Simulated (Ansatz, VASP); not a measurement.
This is a calculation of CdS for Ansatz 0.2.0.

File input.yaml:

```yaml
crystal:
  lattice:
    - [4.2611695877, 0.0, 0.0]
    - [-2.1305847939, 3.6902811128, 0.0]
    - [0.0, 0.0, 5.80417294]
  atoms:
    - { symbol: Cd, position: [0.0, 0.0, 0.44269192] }
    - { symbol: S, position: [0.6666666667, 0.3333333333, 0.43430808] }
kpoints:
  mp_grid: { grid: [4, 4, 4] }
scf:
  occupations: { method: fermi_dirac, width: 0.05 }
hamiltonian:
  xc: pbe0
  pseudopotentials: { kind: all_electron, datasets: crystal }
output:
  forces: true
  stress: true
```

Potentials or basis: all-electron PAW datasets made for the crystal.

Launch:

```console
$ ansatz run input.yaml --threads 1 --pin off --max-ram 3072MiB --backend cpu --events-out ev --progress --plain --runs-dir out
```

**Question.** Translate it to VASP 6.6.1. Potentials there: VASP PAW PBE potentials, release 64 (Cd, S).

**Answer.** As run (the cutoff follows the program's own potentials):

The input POSCAR:

```
CdS
1.0
    4.2611695877      0.0000000000      0.0000000000
   -2.1305847939      3.6902811128      0.0000000000
    0.0000000000      0.0000000000      5.8041729400
Cd S
1 1
Direct
    0.0000000000      0.0000000000      0.4426919200
    0.6666666667      0.3333333333      0.4343080800
```

File INCAR.step1:

```
PREC = Accurate ; ENCUT = 520
EDIFF = 1E-5 ; ISMEAR = -1
SIGMA = 0.05 ; LREAL = False
LASPH = True ; NELM = 80
ALGO = Normal ; ISIF = 2
LWAVE = True ; LCHARG = False
NBANDS = 16 ; GGA = PE
```

File INCAR.step2:

```
PREC = Accurate ; ENCUT = 520
EDIFF = 1E-6 ; ISMEAR = -1
SIGMA = 0.05 ; LREAL = False
LASPH = True ; NELM = 80
ALGO = Normal ; ISIF = 2
LWAVE = False ; LCHARG = False
GGA = PE ; LHFCALC = True
AEXX = 0.25 ; PRECFOCK = Normal
NBANDS = 16 ; ISTART = 1
```

The input KPOINTS:

```
regular mesh
0
Gamma
  4 4 4
```

Potentials or basis: VASP PAW PBE potentials, release 64 (Cd, S).

Command:

```sh
$ cat potpaw_PBE.64/Cd/POTCAR potpaw_PBE.64/S/POTCAR > POTCAR
$ cp INCAR.step1 INCAR
$ mpirun -np 1 vasp_std > vasp.out
$ cp INCAR.step2 INCAR
$ mpirun -np 1 vasp_std > vasp.out
```

Both were run:

|  | VASP | Ansatz | Ansatz less VASP |
| --- | --- | --- | --- |
| gap on the k mesh at the Fermi level (eV) | 3.21 | 3.19 | -0.029 |
| least direct gap on the mesh (eV) | 3.22 | 3.19 | -0.030 |
| pressure (GPa) | -0.6 | -0.8 | -0.12 |
| traceless stress, the component that is largest in VASP (GPa) | 0.65 | 0.79 | +0.144 |
| rms of the force components (eV/Å) | 0.009 | 0.010 | +0.0013 |

Atom by atom the forces differ by 0.001 eV/Å (rms over components). Ansatz ran all-electron here, and VASP with PAW potentials.

The k mesh is coarse, so the values compare programs but aren't converged.
